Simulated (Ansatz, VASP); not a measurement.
One calculation of Si, two programs

The input INCAR:

```
PREC     = Accurate       # precision mode
ENCUT    = 600            # plane-wave cutoff, eV
EDIFF    = 1E-6           # SCF threshold, eV
ISMEAR   = 0              # smearing method
SIGMA    = 0.1            # smearing width, eV
LREAL    = F              # projectors in reciprocal space
LASPH    = T              # aspherical terms in the spheres
NELM     = 100            # most SCF steps
ALGO     = Normal         # electronic algorithm
ISIF     = 3              # what is computed and relaxed
LWAVE    = F              # write WAVECAR
LCHARG   = F              # write CHGCAR
GGA      = PS             # functional
IBRION   = 2              # ionic algorithm
NSW      = 90             # ionic steps
EDIFFG   = -0.04          # ionic threshold
```

File KPOINTS:

```
Automatic mesh
0
Gamma
  6 6 6
```

Contents of POSCAR:

```
Si
1.0
   -2.6671166687      2.6671166687      1.4549613763
    2.6671166687     -2.6671166687      1.4549613763
    2.6671166687      2.6671166687     -1.4549613763
Si
2
Direct
    0.0000000000      0.0000000000      0.0000000000
    0.7500000000      0.2500000000      0.5000000000
```

Input for Ansatz:

```yaml
crystal:
  lattice:
    - [-2.6671166687, 2.6671166687, 1.4549613763]
    - [2.6671166687, -2.6671166687, 1.4549613763]
    - [2.6671166687, 2.6671166687, -1.4549613763]
  atoms:
    - { symbol: Si, position: [0.0, 0.0, 0.0] }
    - { symbol: Si, position: [0.75, 0.25, 0.5] }
basis:
  ecutwfc: 420
kpoints:
  mp_grid: { grid: [6, 6, 6] }
hamiltonian:
  xc: pbesol
scf:
  occupations: { method: gaussian, width: 0.1 }
  lower_state_search: "off"
output:
  forces: true
  stress: true
  eigenvalues: true
relax:
  adjacent_minimum: "off"
  f_tol: 0.04
  max_steps: 70
  cell: { stress_tol: 0.4 }
```

Alike in both runs: task relaxation of cell and atoms; functional PBEsol; k mesh 6 × 6 × 6; occupations gaussian, width 0.1 eV; no spin polarisation.

|  | VASP | Ansatz |
| --- | --- | --- |
| version | VASP 6.6.1 | Ansatz 0.2.0 |
| potentials or method | VASP PAW PBE potentials, release 64 (Si), cutoff 600 eV | scalar-relativistic, plane waves, PAW |
| valence electrons in the cell | 8 | 8 |

VASP gave:

```
gap on the k mesh at the Fermi level, each at its own relaxed structure (eV) : none
relaxed volume (Å³/atom)                                                     : 14.95
relaxed cell length with the largest relative difference (Å)                 : 3.666
```

Problem. What did Ansatz give for the same quantities?

Solution. gap on the k mesh at the Fermi level, each at its own relaxed structure (eV): none; relaxed volume (Å³/atom): 14.94; relaxed cell length with the largest relative difference (Å): 3.666.

VASP's potentials were made for PBE, not for PBEsol. A gap of «none» marks a metal or a gap that the smearing closes.

The k mesh is coarse, so the values compare programs but aren't converged. Noted on VASP's run: the volume moved by over 15 % at a fixed basis, so the end points are rough.
